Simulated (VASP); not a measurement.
# O (Pm-3m) in VASP: notebook

O is run at these levels: PBE; tasks: single point.

Program: VASP 6.6.1. These are calculated values, not measurements. Logs are shortened: lines on timing, memory, paths and dates and some standing lists are left out, and cuts for length are marked.

## 1. The cell of the first run

Symmetry: Pm-3m, No. 221, cubic system. Conventional cell: a = 2.007 Å, b = 2.007 Å, c = 2.007 Å, α = 90.00°, β = 90.00°, γ = 90.00°. Within 2.7 Å of O (site symmetry m-3m) lie 6 O at 2.01 Å.

## 2. Single point, PBE (Se replaced by O, lengths x 0.730, strained)

File INCAR:

```
SYSTEM = O
PREC = Accurate ; ENCUT = 600
EDIFF = 1E-6 ; ISMEAR = 0
SIGMA = 0.1 ; LREAL = .FALSE.
LASPH = .TRUE. ; NELM = 120
ALGO = Normal ; ISIF = 2
LWAVE = .FALSE. ; LCHARG = .FALSE.
GGA = PE ; NBANDS = 9
GGA_COMPAT = .FALSE.
```

File KPOINTS:

```
regular mesh
0
G
  8 8 8
  0 0 0
```

File POSCAR:

```
O
1.0
    2.0073530127      0.0000000000      0.0000000000
    0.0000000000      2.0073530127      0.0000000000
    0.0000000000      0.0000000000      2.0073530127
O
1
Direct
    0.0000000000      0.0000000000      0.0000000000
```

Potentials or basis: VASP PAW PBE potentials, release 64 (O).

Run with:

```sh
$ cat potpaw_PBE.64/O/POTCAR > POTCAR
$ mpirun -np 1 vasp_std > vasp.out
```

OUTCAR:

```text
SYSTEM = O
   PREC = Accurate
   ENCUT = 600
   EDIFF = 1E-6
   ISMEAR = 0
   LREAL = .FALSE.
   LASPH = .TRUE.
   NELM = 120
   ISIF = 2
   GGA = PE

 ion  position               nearest neighbor table
   1  0.000  0.000  0.000-

  LATTYP: Found a simple cubic cell.
 ALAT       =     2.0073530127

  Lattice vectors:

 A1 = (   2.0073530127,   0.0000000000,   0.0000000000)
 A2 = (   0.0000000000,   2.0073530127,   0.0000000000)
 A3 = (   0.0000000000,   0.0000000000,   2.0073530127)

Analysis of symmetry for initial positions (statically):
=====================================================================
 Subroutine PRICEL returns:
 Original cell was already a primitive cell.

 Routine SETGRP: Setting up the symmetry group for a
 simple cubic supercell.

 Subroutine GETGRP returns: Found 48 space group operations
 (whereof 48 operations were pure point group operations)
 out of a pool of 48 trial point group operations.

The static configuration has the point symmetry O_h .

Analysis of symmetry for dynamics (positions and initial velocities):
=====================================================================
 Subroutine PRICEL returns:
 Original cell was already a primitive cell.

 Routine SETGRP: Setting up the symmetry group for a
 simple cubic supercell.

 Subroutine GETGRP returns: Found 48 space group operations
 (whereof 48 operations were pure point group operations)
 out of a pool of 48 trial point group operations.

The dynamic configuration has the point symmetry O_h .

 Subroutine INISYM returns: Found 48 space group operations
 (whereof 48 operations are pure point group operations),
 and found     1 'primitive' translations

----------------------------------------------------------------------------------------

                                     Primitive cell

  volume of cell :       8.0886

  direct lattice vectors                    reciprocal lattice vectors
     2.007353013  0.000000000  0.000000000     0.498168480  0.000000000  0.000000000
     0.000000000  2.007353013  0.000000000     0.000000000  0.498168480  0.000000000
     0.000000000  0.000000000  2.007353013     0.000000000  0.000000000  0.498168480

  length of vectors
     2.007353013  2.007353013  2.007353013     0.498168480  0.498168480  0.498168480

  position of ions in fractional coordinates (direct lattice)
     0.000000000  0.000000000  0.000000000

  ion indices of the primitive-cell ions
   primitive index   ion index
                 1           1

----------------------------------------------------------------------------------------

 KPOINTS: regular mesh

Automatic generation of k-mesh.
 Grid dimensions read from file:
 generate k-points for:    8    8    8

 Generating k-lattice:

  Cartesian coordinates                     Fractional coordinates (reciprocal lattice)
     0.062271060  0.000000000  0.000000000     0.125000000  0.000000000  0.000000000
     0.000000000  0.062271060  0.000000000     0.000000000  0.125000000  0.000000000
     0.000000000  0.000000000  0.062271060     0.000000000  0.000000000  0.125000000

  Length of vectors
     0.062271060  0.062271060  0.062271060

  Shift w.r.t. Gamma in fractional coordinates (k-lattice)
     0.000000000  0.000000000  0.000000000

 Subroutine IBZKPT returns following result:
 ===========================================

 Found     35 irreducible k-points:

 Following reciprocal coordinates:
            Coordinates               Weight
  0.000000  0.000000  0.000000      1.000000
  0.125000  0.000000  0.000000      6.000000
  0.250000  0.000000  0.000000      6.000000
  0.375000  0.000000  0.000000      6.000000
  0.500000  0.000000  0.000000      3.000000
  0.125000  0.125000  0.000000     12.000000
[... 16 lines left out ...]
  0.375000  0.375000  0.125000     24.000000
  0.500000  0.375000  0.125000     24.000000
 [... further k-points ...]
   k-points           NKPTS =     35   k-points in BZ     NKDIM =     35   number of bands    NBANDS=      9
   number of dos      NEDOS =    301   number of ions     NIONS =      1
   total plane-waves  NPLWV =   4096
   dimension x,y,z NGX =    16 NGY =   16 NGZ =   16
   dimension x,y,z NGXF=    32 NGYF=   32 NGZF=   32
   ions per type =               1
   NGX,Y,Z   is equivalent  to a cutoff of  13.25, 13.25, 13.25 a.u.
   NGXF,Y,Z  is equivalent  to a cutoff of  26.50, 26.50, 26.50 a.u.
 SYSTEM =  O
   PREC   = accura    normal or accurate (medium, high low for compatibility)
   ISTART =      0    job   : 0-new  1-cont  2-samecut
   ICHARG =      2    charge: 1-file 2-atom 10-const
   ISPIN  =      1    spin polarized calculation?
   LNONCOLLINEAR =      F non collinear calculations
   LSORBIT =      F    spin-orbit coupling
   LASPH  =      T    aspherical Exc in radial PAW
   ENCUT  =  600.0 eV  44.10 Ry    6.64 a.u.   4.01  4.01  4.01*2*pi/ulx,y,z
   NELM   =    120;   NELMIN=  2; NELMDL= -5     # of ELM steps
   EDIFF  = 0.1E-05   stopping-criterion for ELM
   LREAL  =      F    real-space projection
   EDIFFG = 0.1E-04   stopping-criterion for IOM
   NSW    =      0    number of steps for IOM
   IBRION =     -1    ionic relax: 0-MD 1-quasi-New 2-CG
   NFREE  =      0    steps in history (QN), initial steepest desc. (CG)
   ISIF   =      2    stress and relaxation
   ISYM   =      2    0-nonsym 1-usesym 2-fastsym
   POTIM  = 0.5000    time-step for ionic-motion
   TEBEG  =    0.0;   TEEND  =   0.0 temperature during run
   PSTRESS=    0.0 pullay stress
   NELECT =       6.0000    total number of electrons
   NUPDOWN=      -1.0000    fix difference up-down
   EMIN   =  10.00;   EMAX   =-10.00  energy-range for DOS
   EFERMI =   0.00;   METHOD = LEGACY
   ISMEAR =     0;   SIGMA  =   0.10  broadening in eV -4-tet -1-fermi 0-gaus
   EFERMI_NEDOS =   21; number of points for ismear=-14 and -15
   IALGO  =     38    algorithm
   IMIX   =      4    mixing-type and parameters
     AMIX     =   0.40;   BMIX     =  1.00
     AMIX_MAG =   1.60;   BMIX_MAG =  1.00
  volume/ion in A,a.u.               =       8.09        54.58
  Fermi-wavevector in a.u.,A,eV,Ry     =   1.481954  2.800488 29.880961  2.196189
  Thomas-Fermi vector in A             =   2.595800
   LORBIT       =      0    0 simple, 1 ext, 2 COOP (PROOUT), +10 PAW based schemes
   GGA     = PE    functional components
   LHFCALC =     F    Hartree Fock is set to
   AEXX    =    0.0000 exact exchange contribution
   IVDW    =     0    specifies the selected vdW correction
   LEPSILON=     F    determine dielectric tensor
   LRPA    =     F    only Hartree local field effects (RPA)
 non-spin polarized calculation
 Gauss-broadening in eV      SIGMA  =   0.10
  energy-cutoff  :      600.00
  volume of cell :        8.09
 maximum number of plane-waves:       286
   NGX =  9   NGY =  9   NGZ =  9

 number of electron       6.0000002 magnetization

 Free energy of the ion-electron system (eV)
  ---------------------------------------------------
  ext. energy  EPLUGINS =         0.00000000
  ---------------------------------------------------
  free energy    TOTEN  =        -3.14096514 eV

  energy without entropy =       -3.13800146  energy(sigma->0) =       -3.13948330

 E-fermi :   2.5276     XC(G=0): -11.7891

 val. band max:        2.3292043248   @ k =   0.1250   0.1250   0.1250
 cond. band min:       2.5463642571   @ k =   0.2500   0.1250   0.0000
 fundamental gap:      0.2171599323
 Fermi energy:         2.5275763150

 k-point     1 :       0.0000    0.0000    0.0000
  band No.  band energies     occupation
      1     -19.6211      2.00000
      2       3.4026      0.00000
      3       3.4026      0.00000
      4       3.4026      0.00000
      5      18.1072      0.00000
      6      29.3237      0.00000
      7      29.3237      0.00000
      8      46.5020      0.00000
      9      46.5020      0.00000

 k-point     2 :       0.1250    0.0000    0.0000
  band No.  band energies     occupation
      1     -19.2653      2.00000
      2       1.9334      2.00000
      3       3.5344      0.00000
      4       3.5344      0.00000
      5      18.7656      0.00000
      6      29.8485      0.00000
      7      29.9842      0.00000
      8      45.4739      0.00000
      9      45.4739      0.00000

 k-point     3 :       0.2500    0.0000    0.0000
  band No.  band energies     occupation
      1     -18.2790      2.00000
      2      -1.2360      2.00000
      3       3.8627      0.00000
      4       3.8627      0.00000
      5      20.2535      0.00000
      6      30.2454      0.00000
      7      31.3738      0.00000
      8      43.0439      0.00000
      9      43.0439      0.00000

 k-point     4 :       0.3750    0.0000    0.0000
  band No.  band energies     occupation
      1     -17.0038      2.00000
      2      -4.2644      2.00000
      3       4.2074      0.00000
      4       4.2074      0.00000
      5      22.0757      0.00000
      6      28.7517      0.00000
      7      33.6231      0.00000
      8      40.8171      0.00000
      9      40.8171      0.00000
[... 205 lines left out ...]
 k-point    22 :       0.5000    0.2500    0.1250
  band No.  band energies     occupation
      1     -14.8259      2.00000
      2      -4.1615      2.00000
      3       0.8283      2.00000
      4       3.6958      0.00000
      5      20.0741      0.00000
      6      29.8280      0.00000
      7      31.1456      0.00000
      8      38.6321      0.00000
      9      42.2426      0.00000

 k-point    23 :       0.3750    0.3750    0.1250
  band No.  band energies     occupation
      1     -14.3241      2.00000
      2      -2.1056      2.00000
      3      -2.0492      2.00000
      4       3.8911      0.00000
      5      18.5516      0.00000
      6      30.0199      0.00000
      7      31.4532      0.00000
      8      38.9067      0.00000
      9      42.6597      0.00000

 k-point    24 :       0.5000    0.3750    0.1250
  band No.  band energies     occupation
      1     -13.7309      2.00000
      2      -3.2184      2.00000
      3      -1.6751      2.00000
      4       4.0541      0.00000
      5      17.6519      0.00000
      6      30.7112      0.00000
      7      30.8563      0.00000
      8      38.6314      0.00000
      9      43.5268      0.00000

 [... further k-points ...]

------------------------ aborting loop because EDIFF is reached ----------------------------------------

  FORCE on cell =-STRESS in cart. coord.  units (eV):
  Direction    XX          YY          ZZ          XY          YZ          ZX
  --------------------------------------------------------------------------------------
  -------------------------------------------------------------------------------------
  Total       -0.1797987     -0.1797987     -0.1797987     -0.0000000      0.0000000      0.0000000
  in kB      -35.6144225    -35.6144225    -35.6144225     -0.0000000      0.0000000      0.0000000
  external PRESSURE =     -35.6144225 kB  Pullay stress =       0.0000000 kB

 VOLUME and BASIS-vectors are now :
 -----------------------------------------------------------------------------
  energy-cutoff  :      600.00
  volume of cell :        8.09
      direct lattice vectors                 reciprocal lattice vectors
     2.007353013  0.000000000  0.000000000     0.498168480  0.000000000  0.000000000
     0.000000000  2.007353013  0.000000000     0.000000000  0.498168480  0.000000000
     0.000000000  0.000000000  2.007353013     0.000000000  0.000000000  0.498168480

 POSITION                                       TOTAL-FORCE (eV/Angst)
 -----------------------------------------------------------------------------------
      0.00000      0.00000      0.00000         0.000000      0.000000      0.000000
 -----------------------------------------------------------------------------------
    total drift:                                0.000000      0.000000      0.000000

  FREE ENERGIE OF THE ION-ELECTRON SYSTEM (eV)
  ---------------------------------------------------
  free  energy   TOTEN  =        -3.1409651437 eV

  energy  without entropy=       -3.1380014623  energy(sigma->0) =       -3.13948330
```

Run time: 1.9 s. Hardware: 1 thread of AMD EPYC 7R43 (Zen 3), shared host; peak memory 0.07 GiB.

Results:

- Free energy: -3.1410 eV
- Pressure: -3.6 GPa
- Band gap on the k mesh: zero (band 3 reaches 4.36 eV, above the bottom of band 4 at -1.12 eV)

Levels at points of the mesh, in eV from the Fermi level:
```tsv
k point	band 1	band 2	band 3	band 4	band 5	band 6	band 7
(0.00, 0.00, 0.00)	-22.15	0.88	0.88	0.88	15.58	26.80	26.80
(0.50, 0.00, 0.00)	-18.85	-8.12	1.83	1.83	20.73	24.95	32.61
(0.50, 0.50, 0.00)	-15.97	-5.55	-5.55	2.61	13.47	30.42	30.42
(0.50, 0.50, 0.50)	-13.42	-3.65	-3.65	-3.65	20.65	20.65	20.65
```

Caveat: the k points lie up to 0.39 Å⁻¹ apart; the cell differs from its parent crystal (Se replaced by O, lengths x 0.730, strained).

## 3. Single point, PBE (Se replaced by O, lengths x 0.730, strained)

File INCAR:

```
PREC = Accurate ; ENCUT = 600
EDIFF = 1E-6 ; ISMEAR = 0
SIGMA = 0.1 ; LREAL = False
LASPH = True ; NELM = 120
ALGO = Normal ; ISIF = 2
LWAVE = False ; LCHARG = False
GGA = PE ; NBANDS = 9
GGA_COMPAT = False
```

File KPOINTS:

```
regular mesh
0
Gamma
  20 20 20
```

POSCAR is that of step 2.

Potentials or basis: VASP PAW PBE potentials, release 64 (O).

Run with:

```sh
$ cat potpaw_PBE.64/O/POTCAR > POTCAR
$ mpirun -np 1 vasp_std > vasp.out
```

Wall time 11 s (1 thread of AMD EPYC 7R43 (Zen 3), shared host); peak memory 0.09 GiB.

It converged, with:

```
Free energy            : -3.1250 eV
Pressure               : -3.3 GPa
Band gap on the k mesh : zero (band 3 reaches 4.35 eV, above the bottom of band 4 at -1.12 eV)
```

Levels at points of the mesh, in eV from the Fermi level:
```
           k point  band 1  band 2  band 3  band 4  band 5  band 6
(0.00, 0.00, 0.00)  -22.01    1.02    1.02    1.02   15.72   26.94
(0.50, 0.00, 0.00)  -18.71   -7.98    1.97    1.97   20.87   25.09
(0.50, 0.50, 0.00)  -15.83   -5.40   -5.40    2.75   13.61   30.56
(0.50, 0.50, 0.50)  -13.27   -3.51   -3.51   -3.51   20.79   20.79
```

Caveat: the cell differs from its parent crystal (Se replaced by O, lengths x 0.730, strained).
